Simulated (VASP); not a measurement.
Input of a VASP 6.6.1 run:

INCAR

```
SYSTEM = ReS
PREC = Accurate ; ENCUT = 520
EDIFF = 1E-6 ; ISMEAR = 0
SIGMA = 0.1 ; LREAL = .False.
LASPH = .True. ; NELM = 100
ALGO = Normal ; ISIF = 2
LWAVE = .False. ; LCHARG = .False.
GGA = PS ; NBANDS = 14
```

The input KPOINTS:

```
regular mesh
0
Gamma
  14 14 14
  0 0 0
```

POSCAR

```
ReS
1.0
    0.0000000000      2.5920438540      2.5920438540
    2.5920438540      0.0000000000      2.5920438540
    2.5920438540      2.5920438540      0.0000000000
Re S
1 1
Direct
    0.0000000000      0.0000000000      0.0000000000
    0.2500000000      0.2500000000      0.2500000000
```

Potentials or basis: VASP PAW PBE potentials, release 64 (Re, S).

The run is started by

```sh
$ cat potpaw_PBE.64/Re/POTCAR potpaw_PBE.64/S/POTCAR > POTCAR
$ mpirun -np 1 vasp_std > vasp.out
```

Question: What does it give for the pressure?

Answer: 2.0 GPa.

Caveat: the PAW data sets were made with another functional, which shifts forces and pressure a little.
